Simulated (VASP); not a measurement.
# TaN in VASP: a series of runs

TaN is run at these levels: PBE; tasks: electric field gradients.

All numbers are computed with VASP 6.6.1; they aren't measurements. Logs are shortened: lines on timing, memory, paths and dates and some standing lists are left out, and cuts for length are marked.

### Step 1. The cell of the first run

Symmetry: P6_3mc, No. 186, hexagonal system. The conventional cell has a = 3.050 Å, b = 3.050 Å, c = 4.940 Å, α = 90.00°, β = 90.00°, γ = 120.00°. Within 2.5 Å of Ta (site symmetry 3m) lie 4 N at 1.85 to 1.90 Å. Within 2.5 Å of N (site symmetry 3m) lie 4 Ta at 1.85 to 1.90 Å.

### Step 2. Electric field gradients, PBE

The input, INCAR:

```
  PREC = Accurate
  ENCUT = 520
  EDIFF = 1E-8
  ISMEAR = -1
  SIGMA = 0.01
  LREAL = False
  LASPH = True
  NELM = 100
  ALGO = Normal
  ISIF = 2
  LWAVE = False
  LCHARG = False
  GGA = PE
  LEFG = True
  NBANDS = 24
```

The input, KPOINTS:

```
regular mesh
0
Gamma
  9 9 5
```

The input, POSCAR:

```
TaN
1.0
    3.0500010905      0.0000000000      0.0000000000
   -1.5250005453      2.6413784260      0.0000000000
    0.0000000000      0.0000000000      4.9400000000
Ta N
2 2
Direct
    0.3333333333      0.6666666667      0.0000000000
    0.6666666667      0.3333333333      0.5000000000
    0.3333333333      0.6666666667      0.3850000000
    0.6666666667      0.3333333333      0.8850000000
```

Potentials or basis: VASP PAW PBE potentials, release 64 (Ta_pv, N).

Launch:

```bash
cat potpaw_PBE.64/Ta_pv/POTCAR potpaw_PBE.64/N/POTCAR > POTCAR
mpirun -np 1 vasp_std > vasp.out
```

OUTCAR:

```text
PREC = Accurate
   ENCUT = 520
   EDIFF = 1E-8
   ISMEAR = -1
   LREAL = False
   LASPH = True
   NELM = 100
   ISIF = 2
   GGA = PE

 ion  position               nearest neighbor table
   1  0.333  0.667  0.000-   4 1.85   4 1.85   4 1.85   3 1.90   2 3.03   2 3.03   2 3.03   2 3.03
                             2 3.03   2 3.03
   2  0.667  0.333  0.500-   3 1.85   3 1.85   3 1.85   4 1.90   1 3.03   1 3.03   1 3.03   1 3.03
                             1 3.03   1 3.03
   3  0.333  0.667  0.385-   2 1.85   2 1.85   2 1.85   1 1.90
   4  0.667  0.333  0.885-   1 1.85   1 1.85   1 1.85   2 1.90

  LATTYP: Found a hexagonal cell.
 ALAT       =     3.0500010905
 C/A-ratio  =     1.6196715520

  Lattice vectors:

 A1 = (   3.0500010905,   0.0000000000,   0.0000000000)
 A2 = (  -1.5250005453,   2.6413784260,   0.0000000000)
 A3 = (   0.0000000000,   0.0000000000,   4.9400000000)

Analysis of symmetry for initial positions (statically):
=====================================================================
 Subroutine PRICEL returns:
 Original cell was already a primitive cell.

 Routine SETGRP: Setting up the symmetry group for a
 hexagonal supercell.

 Subroutine GETGRP returns: Found 12 space group operations
 (whereof  6 operations were pure point group operations)
 out of a pool of 24 trial point group operations.

The static configuration has the point symmetry C_3v.
 The point group associated with its full space group is C_6v.

Analysis of symmetry for dynamics (positions and initial velocities):
=====================================================================
 Subroutine PRICEL returns:
 Original cell was already a primitive cell.

 Routine SETGRP: Setting up the symmetry group for a
 hexagonal supercell.

 Subroutine GETGRP returns: Found 12 space group operations
 (whereof  6 operations were pure point group operations)
 out of a pool of 24 trial point group operations.

The dynamic configuration has the point symmetry C_3v.
 The point group associated with its full space group is C_6v.

 Subroutine INISYM returns: Found 12 space group operations
 (whereof  6 operations are pure point group operations),
 and found     1 'primitive' translations

----------------------------------------------------------------------------------------

                                     Primitive cell

[... 141 lines left out ...]

 E-fermi :   9.8167     XC(G=0): -13.5442

 val. band max:        9.7812525404   @ k =   0.2222   0.0000   0.0000
 cond. band min:       9.8233088985   @ k =   0.1111   0.1111   0.4000
 fundamental gap:      0.0420563580
 Fermi energy:         9.8166607244

 k-point     1 :       0.0000    0.0000    0.0000
  band No.  band energies     occupation
      1     -26.3305      2.00000
      2     -25.2293      2.00000
      3     -25.2293      2.00000
      4     -25.0383      2.00000
      5     -25.0383      2.00000
      6     -24.9758      2.00000
[... 637 lines left out ...]
     23      17.4081      0.00000
     24      17.4081      0.00000

 [... further k-points ...]

------------------------ aborting loop because EDIFF is reached ----------------------------------------

  FORCE on cell =-STRESS in cart. coord.  units (eV):
  Direction    XX          YY          ZZ          XY          YZ          ZX
  --------------------------------------------------------------------------------------
  -------------------------------------------------------------------------------------
  Total       36.9619392     36.9619392     30.6844541     -0.0000000      0.0000000      0.0000000
  in kB     1488.0165486   1488.0165486   1235.2970785     -0.0000000      0.0000000      0.0000000
  external PRESSURE =    1403.7767252 kB  Pullay stress =       0.0000000 kB

 VOLUME and BASIS-vectors are now :
 -----------------------------------------------------------------------------
  energy-cutoff  :      520.00
  volume of cell :       39.80
      direct lattice vectors                 reciprocal lattice vectors
     3.050001090  0.000000000  0.000000000     0.327868735  0.189295103  0.000000000
    -1.525000545  2.641378426  0.000000000     0.000000000  0.378590205  0.000000000
     0.000000000  0.000000000  4.940000000     0.000000000  0.000000000  0.202429150

 POSITION                                       TOTAL-FORCE (eV/Angst)
 -----------------------------------------------------------------------------------
     -0.00000      1.76092      0.00000        -0.000000      0.000000      2.359449
      1.52500      0.88046      2.47000         0.000000      0.000000      2.359449
     -0.00000      1.76092      1.90190         0.000000     -0.000000     -2.359449
      1.52500      0.88046      4.37190        -0.000000      0.000000     -2.359449
 -----------------------------------------------------------------------------------
    total drift:                               -0.000000      0.000000      0.000522

  FREE ENERGIE OF THE ION-ELECTRON SYSTEM (eV)
  ---------------------------------------------------
  free  energy   TOTEN  =       -37.6587099772 eV

  energy  without entropy=      -37.6576694913  energy(sigma->0) =      -37.65818973

 Electric field gradients (V/A^2)
---------------------------------------------------------------------
 ion       V_xx      V_yy      V_zz      V_xy      V_xz      V_yz
---------------------------------------------------------------------
   1     -61.757   -61.758   123.515    -0.000    -0.000     0.000
   2     -61.757   -61.758   123.515    -0.000     0.000    -0.000
   3      -5.417    -5.416    10.833     0.001     0.000    -0.000
   4      -5.417    -5.416    10.833     0.001    -0.000     0.000
---------------------------------------------------------------------

 Electric field gradients after diagonalization (V/A^2)
 (convention: |V_zz| > |V_xx| > |V_yy|)
----------------------------------------------------------------------
 ion       V_xx      V_yy      V_zz     asymmetry (V_yy - V_xx)/ V_zz
----------------------------------------------------------------------
   1     -61.758   -61.757   123.515       0.000
   2     -61.758   -61.757   123.515       0.000
   3      -5.418    -5.416    10.833       0.000
   4      -5.418    -5.416    10.833       0.000
----------------------------------------------------------------------

           NMR quadrupolar parameters

 Cq : quadrupolar parameter    Cq=e*Q*V_zz/h
 eta: asymmetry parameters     (V_yy - V_xx)/ V_zz
 Q  : nuclear electric quadrupole moment in mb (millibarn)
----------------------------------------------------------------------
 ion       Cq(MHz)       eta       Q (mb)
----------------------------------------------------------------------
   1       0.299       0.000       1.000
   2       0.299       0.000       1.000
   3       0.026       0.000       1.000
   4       0.026       0.000       1.000
----------------------------------------------------------------------
```

stdout:

```text
POSCAR found type information on POSCAR TaN
 POSCAR found :  2 types and       4 ions
 scaLAPACK will be used
 LDA part: xc-table for (Slater+PW92), standard interpolation
 POSCAR, INCAR and KPOINTS ok, starting setup
 FFT: planning ... GRIDC
 FFT: planning ... GRID_SOFT
 FFT: planning ... GRID
 WAVECAR not read
 entering main loop
ion   1

ion   2

ion   3

ion   4
```

Run time: 54 s. Hardware: 1 thread of AMD EPYC 7R13, shared host; peak memory 0.15 GiB.

What came out:

- Free energy: -37.6587 eV
- Pressure: 140.4 GPa
- Largest force: 2.359 eV/Å
- Band gap on the k mesh: zero (band 16 reaches 10.35 eV, above the bottom of band 17 at 8.14 eV)

Forces in eV/Å, atoms in the order of the input:
```
Ta   0.000  0.000  2.359
Ta   0.000  0.000  2.359
N    0.000  0.000 -2.359
N    0.000  0.000 -2.359
```

Electric field gradients, principal values (V/Å²):
```csv
atom,least,middle,greatest (by size)
1 Ta,-61.757,-61.758,123.515
2 Ta,-61.757,-61.758,123.515
3 N,-5.416,-5.418,10.833
4 N,-5.416,-5.418,10.833
```

Caveat: without QUAD_EFG the Cq values of the log hold for a quadrupole moment of 1 mb, not for the nuclei; spin-orbit coupling is left out, which moves the levels of the heavy elements; forces of over 1 eV/Å act on the atoms, so gaps and moduli don't describe the material at rest.

(Continued in part 2 of 4.)
